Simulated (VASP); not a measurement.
Wanted: the native input for a VASP 6.6.1 run.

- Task: single point
- Functional: LDA
- Potentials or basis: VASP PAW LDA potentials, release 64 (La, P)
- Cutoff: 520 eV
- k mesh: 12 × 12 × 12
- Occupations: gaussian, width 0.1 eV
- Spin: no spin polarisation
- Dipole correction: no
- Further INCAR settings: ALGO = Normal; EDIFF = 1e-07; NBANDS = 15

The structure of LaP (lda) lies in POSCAR:

```
LaP
1.0
    3.3653667811      0.0000000000      0.0000000000
    0.0000000000      3.3653667811      0.0000000000
    0.0000000000      0.0000000000      3.3653667811
La P
1 1
Direct
    0.0000000000      0.0000000000      0.0000000000
    0.5000000000      0.5000000000      0.5000000000
```

The input as run:

INCAR

```
SYSTEM = LaP
PREC = Accurate
ENCUT = 520
EDIFF = 1E-7
ISMEAR = 0
SIGMA = 0.1
LREAL = .False.
LASPH = .True.
NELM = 100
ALGO = Normal
ISIF = 2
LWAVE = .False.
LCHARG = .False.
NBANDS = 15
```

KPOINTS

```
regular mesh
0
Gamma
  12 12 12
  0 0 0
```

Potentials or basis: VASP PAW LDA potentials, release 64 (La, P).

Launch:

```sh
$ cat potpaw_LDA.64/La/POTCAR potpaw_LDA.64/P/POTCAR > POTCAR
$ mpirun -np 1 vasp_std > vasp.out
```

It gave:

```
Pressure               : 19.9 GPa
Band gap on the k mesh : zero (band 8 reaches 11.66 eV, above the bottom of band 9 at 10.57 eV)
```

Caveat: spin-orbit coupling is left out, which moves the levels of the heavy elements.

It took 2.6 min on 1 thread of AMD EPYC 7571, on a shared host, peak memory 0.16 GiB.
